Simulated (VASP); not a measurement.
Wanted: the native input for a VASP 6.6.1 run.

```
Task                   : single point
Functional             : PBEsol
Potentials or basis    : VASP PAW PBE potentials, release 64 (Ru_pv, Al)
Cutoff                 : 520 eV
k mesh                 : 16 × 16 × 16
Occupations            : gaussian, width 0.1 eV
Spin                   : no spin polarisation
Dipole correction      : no
Further INCAR settings : ALGO = Fast; EDIFF = 1e-07; NBANDS = 16
```

The structure of AlRu lies in POSCAR:

```
AlRu
1.0
    2.9762632503      0.0000000000      0.0000000000
    0.0000000000      2.9762632503      0.0000000000
    0.0000000000      0.0000000000      2.9762632503
Ru Al
1 1
Direct
    0.0000000000      0.0000000000      0.0000000000
    0.5000000000      0.5000000000      0.5000000000
```

One way to write it, as run:

INCAR

```
SYSTEM = AlRu
PREC = Accurate
ENCUT = 520
EDIFF = 1E-7
ISMEAR = 0
SIGMA = 0.1
LREAL = .FALSE.
LASPH = .TRUE.
NELM = 100
ALGO = Fast
ISIF = 2
LWAVE = .FALSE.
LCHARG = .FALSE.
GGA = PS
NBANDS = 16
```

KPOINTS

```
Automatic mesh
0
G
  16 16 16
  0 0 0
```

Potentials or basis: VASP PAW PBE potentials, release 64 (Ru_pv, Al).

Run with:

```console
$ cat potpaw_PBE.64/Ru_pv/POTCAR potpaw_PBE.64/Al/POTCAR > POTCAR
$ mpirun -np 1 vasp_std > vasp.out
```

It gave:

- Pressure: 0.1 GPa
- Band gap on the k mesh: zero (an odd number of electrons rules out a gap without spin polarisation)

Caveat: the PAW data sets were made with another functional, which shifts forces and pressure a little.

It took 66 s on 1 thread of Intel Xeon 8259CL, with other jobs on the host, peak memory 0.19 GiB.
